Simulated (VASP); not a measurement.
Set up this calculation in VASP 6.6.1, as the native input.

```yaml
Task: single point
Functional: PBE
Potentials_or_basis: VASP PAW PBE potentials, release 64 (Ca_sv, O)
Cutoff: 520 eV
k_mesh: 8 × 8 × 8
Occupations: gaussian, width 0.02 eV
Spin: no spin polarisation
Dipole_correction: no
Further_INCAR_settings: ALGO = Normal; EDIFF = 1e-06; NBANDS = 15
```

The structure of CaO lies in POSCAR:

```
CaO
1.0
    0.0000000000      2.3408630728      2.3408630728
    2.3408630728      0.0000000000      2.3408630728
    2.3408630728      2.3408630728      0.0000000000
Ca O
1 1
Direct
    0.0000000000      0.0000000000      0.0000000000
    0.5000000000      0.5000000000      0.5000000000
```

This cell differs from its parent crystal: volume scaled by 0.91.

One way to write it, as run:

INCAR

```
ALGO = Normal ; EDIFF = 1E-6
ENCUT = 520 ; GGA = PE
ISIF = 2 ; ISMEAR = 0
LASPH = T ; LCHARG = F
LREAL = F ; LWAVE = F
NBANDS = 15 ; NELM = 80
PREC = Accurate ; SIGMA = 0.02
```

KPOINTS

```
k-points
0
Gamma
  8 8 8
```

Potentials or basis: VASP PAW PBE potentials, release 64 (Ca_sv, O).

Command:

```sh
$ cat potpaw_PBE.64/Ca_sv/POTCAR potpaw_PBE.64/O/POTCAR > POTCAR
$ mpirun -np 1 vasp_std > vasp.out
```

Results of the run:

```yaml
Pressure: 13.0 GPa
Band_gap_on_the_k_mesh: 3.60 eV, indirect (least direct gap 3.95 eV)
```

Wall time 13 s on 1 thread of Intel(R) Xeon(R) Platinum 8375C CPU @ 2.90GHz (Ice Lake) (shared host), peak memory 0.16 GiB.
